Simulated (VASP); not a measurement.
Here is a VASP 6.6.1 calculation.

The input INCAR:

```
SYSTEM = TiB2
ALGO = Normal ; EDIFF = 1E-6
EDIFFG = -0.005 ; ENCUT = 600
GGA = PE ; IBRION = 2
ISIF = 4 ; ISMEAR = -1
LASPH = .True. ; LCHARG = .False.
LREAL = .False. ; LWAVE = .False.
NELM = 60 ; NSW = 50
PREC = Accurate ; SIGMA = 0.08
```

Contents of KPOINTS:

```
k-points
0
Gamma
  11 11 9
  0 0 0
```

POSCAR

```
TiB2
1.0
    2.5855987533      0.0000000000      0.0000000000
   -1.2927993766      2.2391942043      0.0000000000
    0.0000000000      0.0000000000      2.7490879556
Ti B
1 2
Direct
    0.0000000000      0.0000000000      0.0000000000
    0.3333333333      0.6666666667      0.5000000000
    0.6666666667      0.3333333333      0.5000000000
```

Potentials or basis: VASP PAW PBE potentials, release 64 (Ti_sv, B).

Run with:

```sh
$ cat potpaw_PBE.64/Ti_sv/POTCAR potpaw_PBE.64/B/POTCAR > POTCAR
$ mpirun -np 1 vasp_std > vasp.out
```

**Question.** Estimate the band gap on the k mesh.

**Answer.** Zero (band 9 reaches 17.09 eV, above the bottom of band 10 at 15.25 eV).

Stress tensor (GPa, compression positive):
```
298.11   0.00   0.00
  0.00 298.11   0.00
  0.00   0.00 298.00
```
